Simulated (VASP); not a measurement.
# H3C2N in VASP: notebook, part 3 of 3

VASP 6.6.1. Earlier steps stand in the parts before.

## Step 6: Single point, PBE+D3(BJ)

Input file INCAR:

```
SYSTEM = H3C2N
ALGO = Normal ; EDIFF = 1E-6
ENCUT = 520 ; GGA = PE
ISIF = 2 ; ISMEAR = -1
IVDW = 12 ; LASPH = .TRUE.
LCHARG = .FALSE. ; LREAL = Auto
LWAVE = .FALSE. ; NBANDS = 72
NELM = 80 ; PREC = Accurate
SIGMA = 0.02
```

Input file KPOINTS:

```
k-points
0
G
  1 1 1
  0 0 0
```

Input file POSCAR:

```
H3C2N
1.0
    8.0517480000      0.0000000000      0.0000000000
    0.0000000000      8.0517480000      0.0000000000
    0.0000000000      0.0000000000      8.0517480000
C N H
12 6 18
Direct
    0.6789705788      0.1853137977      0.3074984463
    0.5501165710      0.1309405113      0.4015401376
    0.1373117986      0.3819170694      0.4432453673
    0.0476915075      0.5105847823      0.5322570950
    0.1826559897      0.9498434377      0.7765270349
    0.2877139225      1.0293168639      0.9107339177
    0.6883474247      0.8085697665      1.0779025871
    0.6198902400      0.6718789510      1.1822774384
    0.5792282620      0.4058249215      0.7562084655
    0.7248984941      0.2951781402      0.7884995904
    1.1283015812      0.9620768062      0.2970783487
    1.1240292170      0.7994661532      0.2132704600
    0.4457789787      0.0833607808      0.4865278943
   -0.0157481332      0.6215172159      0.5921322923
    0.3674978402      1.0890057662      1.0162389583
    0.5488621850      0.5793524586      1.2695131542
    0.8429101358      0.2106250717      0.7983111245
    1.1021830291      0.6831311661      0.1314248782
    0.6525415351      0.2571491308      0.1901947254
    0.7437142842      0.2586767494      0.3903872799
    0.7681065031      0.0977924297      0.2909181957
    0.2554848960      0.4391965571      0.3962866200
    0.1528239582      0.2735430865      0.5227808918
    0.0608811900      0.3284876775      0.3354178496
    0.2048499282      0.8094639822      0.7750739343
    0.0491073491      0.9829418407      0.7784024040
    0.2497594311      0.9876116341      0.6586147505
    0.7830473582      0.7440371954      0.9960818446
    0.5945665463      0.8726055510      1.0081537574
    0.7526564418      0.9003510790      1.1576368262
    0.5572951364      0.4986991645      0.8606081561
    0.6256032852      0.4868880646      0.6525291154
    0.4653896272      0.3266371476      0.7282269639
    1.0548765312      0.9611453314      0.4124570218
    1.2491697455      1.0104513952      0.3240538576
    1.0733197313      1.0559570419      0.2081908177
```

Potentials or basis: VASP PAW PBE potentials, release 64 (C, N, H).

Command:

```sh
> cat potpaw_PBE.64/C/POTCAR potpaw_PBE.64/N/POTCAR potpaw_PBE.64/H/POTCAR > POTCAR
> mpirun -np 1 vasp_gam > vasp.out
```

OUTCAR:

```text
SYSTEM = H3C2N
   EDIFF = 1E-6
   ENCUT = 520
   GGA = PE
   ISIF = 2
   ISMEAR = -1
   IVDW = 12
   LASPH = .TRUE.
   LREAL = Auto
   NELM = 80
   PREC = Accurate
 IVDW          = 12

 ion  position               nearest neighbor table
   1  0.679  0.185  0.307-  21 1.01  20 1.03  19 1.13   2 1.36
   2  0.550  0.131  0.402-  13 1.15   1 1.36
   3  0.137  0.382  0.443-  23 1.09  22 1.12  24 1.15   4 1.45
   4  0.048  0.511  0.532-  14 1.14   3 1.45
   5  0.183  0.950  0.777-  26 1.11  27 1.13  25 1.14   6 1.51
   6  0.288  0.029  0.911-  15 1.17   5 1.51
   7  0.688  0.809  0.078-  29 1.07  30 1.11  28 1.13   8 1.49
   8  0.620  0.672  0.182-  16 1.17   7 1.49
   9  0.579  0.406  0.756-  32 1.12  31 1.14  33 1.14  10 1.50
  10  0.725  0.295  0.788-  17 1.17   9 1.50
  11  0.128  0.962  0.297-  35 1.07  34 1.10  36 1.13  12 1.47
  12  0.124  0.799  0.213-  18 1.16  11 1.47
  13  0.446  0.083  0.487-   2 1.15
  14  0.984  0.622  0.592-   4 1.14
  15  0.367  0.089  0.016-   6 1.17
  16  0.549  0.579  0.270-   8 1.17
  17  0.843  0.211  0.798-  10 1.17
[... 17 lines left out ...]
  35  0.249  0.010  0.324-  11 1.07
  36  0.073  0.056  0.208-  11 1.13

  LATTYP: Found a simple cubic cell.
 ALAT       =     8.0517480000

  Lattice vectors:

 A1 = (   8.0517480000,   0.0000000000,   0.0000000000)
 A2 = (   0.0000000000,   8.0517480000,   0.0000000000)
 A3 = (   0.0000000000,   0.0000000000,   8.0517480000)

Analysis of symmetry for initial positions (statically):
=====================================================================
 Subroutine PRICEL returns:
 Original cell was already a primitive cell.

 Routine SETGRP: Setting up the symmetry group for a
 simple cubic supercell.

 Subroutine GETGRP returns: Found  1 space group operations
 (whereof  1 operations were pure point group operations)
 out of a pool of 48 trial point group operations.

The static configuration has the point symmetry C_1 .

Analysis of symmetry for dynamics (positions and initial velocities):
[... 180 lines left out ...]
   GGA     = PE    functional components
   LHFCALC =     F    Hartree Fock is set to
   AEXX    =    0.0000 exact exchange contribution
   IVDW    =    12    specifies the selected vdW correction
   LEPSILON=     F    determine dielectric tensor
   LRPA    =     F    only Hartree local field effects (RPA)
 non-spin polarized calculation
  energy-cutoff  :      520.00
  volume of cell :      522.00
 maximum number of plane-waves:      6999
 NGX is ok and might be reduce to    60
   NGX = 29   NGY = 29   NGZ = 29

 number of electron      95.9999996 magnetization

 Free energy of the ion-electron system (eV)
  ---------------------------------------------------
  ext. energy  EPLUGINS =         0.00000000
  ---------------------------------------------------
  free energy    TOTEN  =      -219.81051862 eV

  energy without entropy =     -219.81051862  energy(sigma->0) =     -219.81051862

 E-fermi :  -4.2231     XC(G=0):  -6.2257

 val. band max:       -4.7094263387   @ k =   0.0000   0.0000   0.0000
 cond. band min:       1.5743104326   @ k =   0.0000   0.0000   0.0000
 fundamental gap:      6.2837367713
 Fermi energy:        -4.2230647003

 k-point     1 :       0.0000    0.0000    0.0000
  band No.  band energies     occupation
      1     -20.1007      2.00000
      2     -19.7218      2.00000
      3     -19.5529      2.00000
      4     -19.5372      2.00000
      5     -19.5017      2.00000
      6     -19.4551      2.00000
[... 52 lines left out ...]
     59       2.9729      0.00000
     60       3.0070      0.00000
 [bands above 60 left out]

------------------------ aborting loop because EDIFF is reached ----------------------------------------

 Edisp (eV)   -1.61018

 E8    (eV) :    -0.3834

  FORCE on cell =-STRESS in cart. coord.  units (eV):
  Direction    XX          YY          ZZ          XY          YZ          ZX
  --------------------------------------------------------------------------------------
  -------------------------------------------------------------------------------------
  Total       1.39166    -2.25359    -2.12275    -1.51790     1.47756    -3.00173
  in kB       4.27142    -6.91697    -6.51536    -4.65889     4.53508    -9.21321
  external pressure =       -3.05 kB  Pullay stress =        0.00 kB

 VOLUME and BASIS-vectors are now :
 -----------------------------------------------------------------------------
  energy-cutoff  :      520.00
  volume of cell :      522.00
      direct lattice vectors                 reciprocal lattice vectors
     8.051748000  0.000000000  0.000000000     0.124196634  0.000000000  0.000000000
     0.000000000  8.051748000  0.000000000     0.000000000  0.124196634  0.000000000
     0.000000000  0.000000000  8.051748000     0.000000000  0.000000000  0.124196634

 POSITION                                       TOTAL-FORCE (eV/Angst)
 -----------------------------------------------------------------------------------
      5.46690      1.49210      2.47590        -0.023601      2.647668     -2.676145
      4.42940      1.05430      3.23310        -1.700287     -0.876445      0.313971
      1.10560      3.07510      3.56890        -0.557301     -0.257981     -1.035839
      0.38400      4.11110      4.28560         1.576379     -2.743477     -1.988134
      1.47070      7.64790      6.25240         2.149286     -0.466927     -0.104394
      2.31660      0.23605      7.33300        -1.372983     -0.790727     -0.866096
[... 28 lines left out ...]
      2.00625      0.08415      2.60920         0.856635     -0.150956      0.157511
      0.59035      0.45055      1.67630         0.194209     -0.674906      0.526235
 -----------------------------------------------------------------------------------
    total drift:                               -0.006017     -0.011953     -0.005782

  FREE ENERGIE OF THE ION-ELECTRON SYSTEM (eV)
  ---------------------------------------------------
  free  energy   TOTEN  =      -221.4206971363 eV

  energy  without entropy=     -221.4206971363  energy(sigma->0) =     -221.42069714
```

OSZICAR:

```text
N       E                     dE             d eps       ncg     rms          rms(c)
DAV:   1     0.731696275389E+03    0.73170E+03   -0.46506E+04   144   0.117E+03
DAV:   2    -0.141036786360E+03   -0.87273E+03   -0.83624E+03   184   0.266E+02
DAV:   3    -0.239553544837E+03   -0.98517E+02   -0.97705E+02   184   0.977E+01
DAV:   4    -0.242147282089E+03   -0.25937E+01   -0.25826E+01   176   0.190E+01
DAV:   5    -0.242222090284E+03   -0.74808E-01   -0.74715E-01   184   0.296E+00    0.268E+01
DAV:   6    -0.223414986344E+03    0.18807E+02   -0.36154E+01   176   0.185E+01    0.143E+01
DAV:   7    -0.220292544725E+03    0.31224E+01   -0.67607E+00   176   0.879E+00    0.730E+00
DAV:   8    -0.219824197732E+03    0.46835E+00   -0.15223E+00   176   0.439E+00    0.272E+00
DAV:   9    -0.219806018146E+03    0.18180E-01   -0.17480E-01   184   0.152E+00    0.707E-01
DAV:  10    -0.219808823664E+03   -0.28055E-02   -0.24743E-02   160   0.686E-01    0.269E-01
DAV:  11    -0.219810644197E+03   -0.18205E-02   -0.60855E-03   160   0.320E-01    0.138E-01
DAV:  12    -0.219810793792E+03   -0.14959E-03   -0.83215E-04   160   0.148E-01    0.567E-02
DAV:  13    -0.219810598847E+03    0.19495E-03   -0.60522E-04   176   0.109E-01    0.306E-02
DAV:  14    -0.219810549753E+03    0.49094E-04   -0.17451E-04   168   0.513E-02    0.171E-02
DAV:  15    -0.219810524506E+03    0.25247E-04   -0.31602E-05   168   0.271E-02    0.100E-02
DAV:  16    -0.219810519598E+03    0.49078E-05   -0.12635E-05   184   0.149E-02    0.449E-03
DAV:  17    -0.219810518616E+03    0.98233E-06   -0.35329E-06   160   0.987E-03
   1 F= -.22142070E+03 E0= -.22142070E+03  d E =-.281623E-10
```

Wall time 96 s (1 thread of Intel Xeon Platinum 8375C at 2.90GHz (Ice Lake), shared host); peak memory 0.47 GiB.

What came out:

```
Free energy                : -221.4207 eV
Pressure                   : -0.3 GPa
Largest force              : 3.766 eV/Å
Band gap on the k mesh     : 6.28 eV
Dispersion energy per atom : -0.045 eV
```

Forces in eV/Å, atoms in the order of the input:
```
C   -0.024  2.648 -2.676
C   -1.700 -0.876  0.314
C   -0.557 -0.258 -1.036
C    1.576 -2.743 -1.988
C    2.149 -0.467 -0.104
C   -1.373 -0.791 -0.866
C    1.445 -1.930  0.588
C   -0.778  0.950  0.190
C    0.722  0.114  0.326
C   -0.486  0.328 -0.056
C   -1.352  0.030 -0.932
C   -0.066  1.620  0.582
N   -1.262 -0.504  1.206
N   -1.782  2.829  1.732
N    0.030 -0.021 -0.289
N    0.623  0.226 -0.504
N   -0.592  0.306  0.072
N    0.062 -0.827 -0.296
H   -0.090 -0.641  0.910
H    1.343  2.352  1.395
H    1.956 -2.729 -0.998
H   -0.523 -0.688  0.167
H    0.561 -0.009  0.318
H    0.722  0.998  0.790
H   -0.515  1.222  0.462
H    0.556  0.017  0.170
H   -0.811  0.048  0.606
H   -0.530  0.875  0.339
H   -0.643  0.158 -0.407
H   -0.085 -0.461 -0.263
H    0.060 -1.163 -0.564
H   -0.726 -0.532  0.096
H    1.011  0.936  0.133
H    0.029 -0.191 -0.098
H    0.857 -0.151  0.158
H    0.194 -0.675  0.526
```

Levels at points of the mesh, in eV from the valence-band top:
| k point | band 45 | band 46 | band 47 | band 48 | band 49 | band 50 | band 51 | band 52 |
| --- | --- | --- | --- | --- | --- | --- | --- | --- |
| (0.00, 0.00, 0.00) | -0.21 | -0.19 | -0.09 | 0.00 | 6.28 | 6.77 | 6.90 | 7.09 |

Caveat: the k points lie up to 0.78 Å⁻¹ apart.
